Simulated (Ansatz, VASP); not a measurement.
## One calculation of BaTiO3, two programs

```xyz
5
Lattice="3.9998 0.0000 0.0000 0.0000 3.9998 0.0000 0.0000 0.0000 4.0180" Properties=species:S:1:pos:R:3 pbc="T T T"
Ba    0.0000    0.0000    0.0001
Ti    1.9999    1.9999    1.9515
O     1.9999    1.9999    0.1016
O     1.9999    0.0000    2.0732
O     0.0000    1.9999    2.0732
```

Alike in both runs: functional PBE; k mesh 8 × 8 × 8; occupations gaussian, width 0.02 eV; no spin polarisation.

Ansatz relaxed the structure, and its values are those at the end. VASP's run is a single point on that final structure, the one shown.

|  | VASP | Ansatz |
| --- | --- | --- |
| version | VASP 6.6.1 | Ansatz 0.2.0 |
| potentials or method | VASP PAW PBE potentials, release 64 (Ba_sv, Ti_sv, O), cutoff 520 eV | scalar-relativistic, plane waves, PAW |
| valence electrons in the cell | 40 | 40 |

Ansatz gave:

* gap on the k mesh at the Fermi level (eV): 1.86
* least direct gap on the mesh (eV): 2.17
* pressure (GPa): 3.2
* rms of the force components (eV/Å): 0.001

Task: Which values does VASP return?

Result: gap on the k mesh at the Fermi level (eV): 1.79; least direct gap on the mesh (eV): 2.14; pressure (GPa): 5.0; rms of the force components (eV/Å): 0.022.

Ansatz's warnings: stress scf threshold loose.

Spin-orbit coupling is off throughout.
